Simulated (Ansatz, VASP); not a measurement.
# One calculation of Bi, two programs

The input INCAR:

```
SYSTEM = Bi
PREC = Accurate
ENCUT = 520
EDIFF = 1E-8
ISMEAR = -1
SIGMA = 0.03
LREAL = .FALSE.
LASPH = .TRUE.
NELM = 60
ALGO = Normal
ISIF = 2
LWAVE = .FALSE.
LCHARG = .FALSE.
GGA = PE
LEFG = .TRUE.
NBANDS = 22
KPAR = 4
```

Contents of KPOINTS:

```
regular mesh
0
G
  11 11 11
  0 0 0
```

POSCAR

```
Bi
1.0
    2.2203365086      1.2500469794      3.9181468334
   -2.3256628482      1.2955069730      3.9636068270
   -0.0132936605     -2.6641739523      3.9802463395
Bi
2
Direct
    0.2338900000      0.2338900000      0.2338900000
    0.7661100000      0.7661100000      0.7661100000
```

Input for Ansatz:

```yaml
crystal:
  lattice:
    - [2.2203365086, 1.2500469794, 3.9181468334]
    - [-2.3256628482, 1.295506973, 3.963606827]
    - [-0.0132936605, -2.6641739523, 3.9802463395]
  atoms:
    - { symbol: Bi, position: [0.23389, 0.23389, 0.23389] }
    - { symbol: Bi, position: [0.76611, 0.76611, 0.76611] }
kpoints:
  mp_grid: { grid: [11, 11, 11] }
scf:
  occupations: { method: fermi_dirac, width: 0.03 }
hamiltonian:
  xc: pbe
  pseudopotentials: { kind: all_electron, datasets: crystal }
output:
  forces: true
  stress: true
  eigenvalues: true
  efg: { contact_densities: true }
```

Change from the starting cell: equal xy, yz and zx shear strains of -2 %, crystal datasets.

Alike in both runs: task electric field gradients; functional PBE; k mesh 11 × 11 × 11; occupations fermi-dirac, width 0.03 eV; no spin polarisation.

|  | VASP | Ansatz |
| --- | --- | --- |
| version | VASP 6.6.1 | Ansatz 0.2.0 |
| potentials or method | VASP PAW PBE potentials, release 64 (Bi_d), cutoff 520 eV | all-electron PAW with datasets made for the crystal, scalar-relativistic |

Ansatz gave:

- pressure (GPa): 1.8
- traceless stress, the component that is largest in VASP (GPa): 0.95
- rms of the force components (eV/Å): 0.135
- size of Vzz on the site where it differs most (V/Å²): 52.0

Problem. Estimate VASP's values.

Solution. Pressure (GPa): 1.8; traceless stress, the component that is largest in VASP (GPa): 0.95; rms of the force components (eV/Å): 0.138; size of Vzz on the site where it differs most (V/Å²): 49.9.

Atom by atom the forces differ by 0.004 eV/Å (rms over components). Ansatz ran all-electron here, and VASP with PAW potentials.

Neither program's run includes spin-orbit coupling.
